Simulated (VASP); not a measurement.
# InO in VASP: a series of runs

The runs below take InO through single point, with r2SCAN.

Everything below comes from runs of VASP 6.6.1. Logs are shortened: lines on timing, memory, paths and dates and some standing lists are left out, and cuts for length are marked.

### 1 The cell of the first run

The cell holds a slab with vacuum, 4 atoms: a = 3.592 Å, b = 3.592 Å, c = 15.877 Å, α = 90.00°, β = 90.00°, γ = 120.00°.

### 2 Single point, r2SCAN (strain +0.040 along x and y, +0.000 along z)

POSCAR

```
InO
1.0
    3.5917583534      0.0000000000      0.0000000000
   -1.7958791767      3.1105539782      0.0000000000
    0.0000000000      0.0000000000     15.8771000000
In O
2 2
Direct
    0.6666666667      0.3333333333      0.5900210000
    0.6666666667      0.3333333333      0.4099790000
    0.0000000000      0.0000000000      0.6398670000
    0.0000000000      0.0000000000      0.3601330000
```

INCAR.step1

```
PREC     = Accurate       # precision mode
ENCUT    = 520            # plane-wave cutoff, eV
ISMEAR   = 0              # smearing method
SIGMA    = 0.05           # smearing width, eV
LREAL    = F              # projectors in reciprocal space
LASPH    = T              # aspherical terms in the spheres
NELM     = 80             # most SCF steps
NBANDS   = 27             # bands
GGA      = PE             # functional
ALGO     = Normal         # electronic algorithm
EDIFF    = 1E-4           # SCF threshold, eV
LWAVE    = T              # write WAVECAR
LCHARG   = F              # write CHGCAR
```

INCAR.step2

```
PREC     = Accurate       # precision mode
ENCUT    = 520            # plane-wave cutoff, eV
EDIFF    = 1E-6           # SCF threshold, eV
ISMEAR   = 0              # smearing method
SIGMA    = 0.05           # smearing width, eV
LREAL    = F              # projectors in reciprocal space
LASPH    = T              # aspherical terms in the spheres
NELM     = 80             # most SCF steps
ALGO     = Normal         # electronic algorithm
ISIF     = 2              # what is computed and relaxed
LWAVE    = F              # write WAVECAR
LCHARG   = F              # write CHGCAR
METAGGA  = R2SCAN         # meta-GGA
LMIXTAU  = T            
NBANDS   = 27             # bands
ISTART   = 1
```

KPOINTS

```
regular mesh
0
Gamma
  12 12 2
```

Potentials or basis: VASP PAW PBE potentials, release 64 (In_d, O).

Launch:

```
> cat potpaw_PBE.64/In_d/POTCAR potpaw_PBE.64/O/POTCAR > POTCAR
> cp INCAR.step1 INCAR
> mpirun -np 1 vasp_std > vasp.out
> cp INCAR.step2 INCAR
> mpirun -np 1 vasp_std > vasp.out
```

OUTCAR:

```text
PREC = Accurate
   ENCUT = 520
   EDIFF = 1E-6
   ISMEAR = 0
   LREAL = F
   LASPH = T
   NELM = 80
   ISIF = 2
   METAGGA = R2SCAN
   ISTART = 1

 ion  position               nearest neighbor table
   1  0.667  0.333  0.590-   3 2.22   3 2.22   3 2.22   2 2.86
   2  0.667  0.333  0.410-   4 2.22   4 2.22   4 2.22   1 2.86
   3  0.000  0.000  0.640-   1 2.22   1 2.22   1 2.22
   4  0.000  0.000  0.360-   2 2.22   2 2.22   2 2.22

  LATTYP: Found a hexagonal cell.
 ALAT       =     3.5917583534
 C/A-ratio  =     4.4204254401

  Lattice vectors:

 A1 = (   3.5917583534,   0.0000000000,   0.0000000000)
 A2 = (  -1.7958791767,   3.1105539782,   0.0000000000)
 A3 = (   0.0000000000,   0.0000000000,  15.8771000000)

Analysis of symmetry for initial positions (statically):
=====================================================================
 Subroutine PRICEL returns:
 Original cell was already a primitive cell.

 Routine SETGRP: Setting up the symmetry group for a
 hexagonal supercell.

 Subroutine GETGRP returns: Found 12 space group operations
 (whereof 12 operations were pure point group operations)
 out of a pool of 24 trial point group operations.

The static configuration has the point symmetry D_3h.

Analysis of symmetry for dynamics (positions and initial velocities):
=====================================================================
 Subroutine PRICEL returns:
 Original cell was already a primitive cell.

 Routine SETGRP: Setting up the symmetry group for a
 hexagonal supercell.

 Subroutine GETGRP returns: Found 12 space group operations
 (whereof 12 operations were pure point group operations)
 out of a pool of 24 trial point group operations.

The dynamic configuration has the point symmetry D_3h.

 Subroutine INISYM returns: Found 12 space group operations
 (whereof 12 operations are pure point group operations),
 and found     1 'primitive' translations

----------------------------------------------------------------------------------------

                                     Primitive cell

  volume of cell :     177.3846

  direct lattice vectors                    reciprocal lattice vectors
     3.591758353  0.000000000  0.000000000     0.278415167  0.160743071  0.000000000
    -1.795879177  3.110553978  0.000000000     0.000000000  0.321486143  0.000000000
     0.000000000  0.000000000 15.877100000     0.000000000  0.000000000  0.062983794

  length of vectors
     3.591758353  3.591758353 15.877100000     0.321486143  0.321486143  0.062983794

  position of ions in fractional coordinates (direct lattice)
     0.666666667  0.333333333  0.590021000
     0.666666667  0.333333333  0.409979000
     0.000000000  0.000000000  0.639867000
     0.000000000  0.000000000  0.360133000

  ion indices of the primitive-cell ions
   primitive index   ion index
                 1           1
                 2           2
                 3           3
                 4           4

----------------------------------------------------------------------------------------

 KPOINTS: regular mesh

Automatic generation of k-mesh.
 Grid dimensions read from file:
 generate k-points for:   12   12    2

 Generating k-lattice:

  Cartesian coordinates                     Fractional coordinates (reciprocal lattice)
     0.023201264  0.013395256  0.000000000     0.083333333  0.000000000  0.000000000
     0.000000000  0.026790512  0.000000000     0.000000000  0.083333333  0.000000000
     0.000000000  0.000000000  0.031491897     0.000000000  0.000000000  0.500000000

  Length of vectors
     0.026790512  0.026790512  0.031491897

  Shift w.r.t. Gamma in fractional coordinates (k-lattice)
     0.000000000  0.000000000  0.000000000

 Subroutine IBZKPT returns following result:
 ===========================================

 Found     38 irreducible k-points:

 Following reciprocal coordinates:
            Coordinates               Weight
  0.000000  0.000000  0.000000      1.000000
  0.083333  0.000000  0.000000      6.000000
  0.166667  0.000000  0.000000      6.000000
  0.250000  0.000000  0.000000      6.000000
  0.333333  0.000000  0.000000      6.000000
  0.416667  0.000000  0.000000      6.000000
[... 16 lines left out ...]
  0.250000  0.000000  0.500000      6.000000
  0.333333  0.000000  0.500000      6.000000
 [... further k-points ...]
   k-points           NKPTS =     38   k-points in BZ     NKDIM =     38   number of bands    NBANDS=     27
   number of dos      NEDOS =    301   number of ions     NIONS =      4
   total plane-waves  NPLWV =  94080
   dimension x,y,z NGX =    28 NGY =   28 NGZ =  120
   dimension x,y,z NGXF=    56 NGYF=   56 NGZF=  240
   ions per type =               2   2
   NGX,Y,Z   is equivalent  to a cutoff of  12.96, 12.96, 12.56 a.u.
   NGXF,Y,Z  is equivalent  to a cutoff of  25.92, 25.92, 25.13 a.u.
 SYSTEM =  unknown system
   PREC   = accura    normal or accurate (medium, high low for compatibility)
   ISTART =      1    job   : 0-new  1-cont  2-samecut
   ICHARG =      0    charge: 1-file 2-atom 10-const
   ISPIN  =      1    spin polarized calculation?
   LNONCOLLINEAR =      F non collinear calculations
   LSORBIT =      F    spin-orbit coupling
   LASPH  =      T    aspherical Exc in radial PAW
   ENCUT  =  520.0 eV  38.22 Ry    6.18 a.u.   6.68  6.68 29.52*2*pi/ulx,y,z
   NELM   =     80;   NELMIN=  2; NELMDL=  0     # of ELM steps
   EDIFF  = 0.1E-05   stopping-criterion for ELM
   LREAL  =      F    real-space projection
[... 7 lines left out ...]
   TEBEG  =    0.0;   TEEND  =   0.0 temperature during run
   PSTRESS=    0.0 pullay stress
   NELECT =      38.0000    total number of electrons
   NUPDOWN=      -1.0000    fix difference up-down
   EMIN   =  10.00;   EMAX   =-10.00  energy-range for DOS
   EFERMI =   0.00;   METHOD = LEGACY
   ISMEAR =     0;   SIGMA  =   0.05  broadening in eV -4-tet -1-fermi 0-gaus
   EFERMI_NEDOS =   21; number of points for ismear=-14 and -15
   IALGO  =     38    algorithm
   IMIX   =      4    mixing-type and parameters
     AMIX     =   0.40;   BMIX     =  1.00
     AMIX_MAG =   1.60;   BMIX_MAG =  1.00
  volume/ion in A,a.u.               =      44.35       299.26
  Fermi-wavevector in a.u.,A,eV,Ry     =   0.979559  1.851098 13.055283  0.959536
  Thomas-Fermi vector in A             =   2.110422
   LORBIT       =      0    0 simple, 1 ext, 2 COOP (PROOUT), +10 PAW based schemes
   METAGGA = R2SCAN    functional components
   LHFCALC =     F    Hartree Fock is set to
   AEXX    =    0.0000 exact exchange contribution
   IVDW    =     0    specifies the selected vdW correction
   LEPSILON=     F    determine dielectric tensor
   LRPA    =     F    only Hartree local field effects (RPA)
 non-spin polarized calculation
 Gauss-broadening in eV      SIGMA  =   0.05
  energy-cutoff  :      520.00
  volume of cell :      177.38
 maximum number of plane-waves:      4823
 NGX is ok and might be reduce to    28
   NGX = 13   NGY = 13   NGZ = 59

 number of electron      37.9999994 magnetization

 Free energy of the ion-electron system (eV)
  ---------------------------------------------------
  ext. energy  EPLUGINS =         0.00000000
  ---------------------------------------------------
  free energy    TOTEN  =       -61.76464982 eV

  energy without entropy =      -61.76464982  energy(sigma->0) =      -61.76464982

 E-fermi :  -2.1792     XC(G=0):  -4.7900

 val. band max:       -2.4237882110   @ k =   0.2500   0.1667   0.5000
 cond. band min:      -1.7426452075   @ k =   0.0000   0.0000   0.5000
 fundamental gap:      0.6811430034
 Fermi energy:        -2.1792040936

 k-point     1 :       0.0000    0.0000    0.0000
  band No.  band energies     occupation
      1     -20.3946      2.00000
      2     -20.3781      2.00000
      3     -16.2563      2.00000
      4     -16.2141      2.00000
      5     -16.2140      2.00000
      6     -16.1621      2.00000
[... 19 lines left out ...]
     26       6.7238      0.00000
     27       6.7238      0.00000

 k-point     2 :       0.0833    0.0000    0.0000
  band No.  band energies     occupation
      1     -20.3876      2.00000
      2     -20.3721      2.00000
      3     -16.2920      2.00000
      4     -16.2034      2.00000
      5     -16.1495      2.00000
      6     -16.1486      2.00000
[... 19 lines left out ...]
     26       6.6334      0.00000
     27       6.6845      0.00000

 k-point     3 :       0.1667    0.0000    0.0000
  band No.  band energies     occupation
      1     -20.3699      2.00000
      2     -20.3564      2.00000
      3     -16.3156      2.00000
      4     -16.1783      2.00000
      5     -16.1121      2.00000
      6     -16.0940      2.00000
[... 19 lines left out ...]
     26       6.6351      0.00000
     27       6.9557      0.00000

 k-point     4 :       0.2500    0.0000    0.0000
  band No.  band energies     occupation
      1     -20.3484      2.00000
      2     -20.3371      2.00000
      3     -16.3182      2.00000
      4     -16.1565      2.00000
      5     -16.0967      2.00000
      6     -16.0633      2.00000
[... 19 lines left out ...]
     26       6.1741      0.00000
     27       7.3468      0.00000
[... 516 lines left out ...]
      4     -16.1783      2.00000
      5     -16.1121      2.00000
      6     -16.0940      2.00000
[... 19 lines left out ...]
     26       6.4173      0.00000
     27       6.9910      0.00000

 k-point    23 :       0.2500    0.0000    0.5000
  band No.  band energies     occupation
      1     -20.3484      2.00000
      2     -20.3371      2.00000
      3     -16.3182      2.00000
      4     -16.1565      2.00000
      5     -16.0967      2.00000
      6     -16.0633      2.00000
[... 19 lines left out ...]
     26       6.1742      0.00000
     27       6.4682      0.00000

 k-point    24 :       0.3333    0.0000    0.5000
  band No.  band energies     occupation
      1     -20.3300      2.00000
      2     -20.3204      2.00000
      3     -16.3104      2.00000
      4     -16.1481      2.00000
      5     -16.1180      2.00000
      6     -16.0184      2.00000
[... 19 lines left out ...]
     26       6.6453      0.00000
     27       6.9625      0.00000

 [... further k-points ...]

------------------------ aborting loop because EDIFF is reached ----------------------------------------

  FORCE on cell =-STRESS in cart. coord.  units (eV):
  Direction    XX          YY          ZZ          XY          YZ          ZX
  --------------------------------------------------------------------------------------
  -------------------------------------------------------------------------------------
  Total       -6.4276592     -6.4276592     -1.9016314      0.0000000      0.0000000      0.0000000
  in kB      -58.0560378    -58.0560378    -17.1759547      0.0000000      0.0000000      0.0000000
  external PRESSURE =     -44.4293434 kB  Pullay stress =       0.0000000 kB

 VOLUME and BASIS-vectors are now :
 -----------------------------------------------------------------------------
  energy-cutoff  :      520.00
  volume of cell :      177.38
      direct lattice vectors                 reciprocal lattice vectors
     3.591758353  0.000000000  0.000000000     0.278415167  0.160743071  0.000000000
    -1.795879177  3.110553978  0.000000000     0.000000000  0.321486143  0.000000000
     0.000000000  0.000000000 15.877100000     0.000000000  0.000000000  0.062983794

 POSITION                                       TOTAL-FORCE (eV/Angst)
 -----------------------------------------------------------------------------------
      1.79588      1.03685      9.36782        -0.000000      0.000000      0.762147
      1.79588      1.03685      6.50928        -0.000000      0.000000     -0.762147
      0.00000      0.00000     10.15923         0.000000     -0.000000     -0.898496
      0.00000      0.00000      5.71787         0.000000      0.000000      0.898496
 -----------------------------------------------------------------------------------
    total drift:                               -0.000011      0.000006      0.000000

  FREE ENERGIE OF THE ION-ELECTRON SYSTEM (eV)
  ---------------------------------------------------
  free  energy   TOTEN  =       -61.7646498213 eV

  energy  without entropy=      -61.7646498213  energy(sigma->0) =      -61.76464982
```

Wall time 15 min (1 thread of Intel Xeon 6975P-C (Granite Rapids), shared host); peak memory 0.42 GiB.

What came out:

| Item | Value |
| --- | --- |
| Free energy | -61.7646 eV |
| Largest force | 0.898 eV/Å |
| Band gap on the k mesh | 0.68 eV (least direct gap 1.11 eV) |

Forces in eV/Å, atoms in the order of the input:
```
In   0.000  0.000  0.762
In   0.000  0.000 -0.762
O    0.000  0.000 -0.898
O    0.000  0.000  0.898
```

Caveat: the cell differs from its parent crystal (strain +0.040 along x and y, +0.000 along z); there is no dipole correction, which matters where the two faces differ; the PAW data sets were made with another functional, which shifts forces and pressure a little; spin-orbit coupling is left out, which moves the levels of the heavy elements.

(Continued in part 2 of 3.)
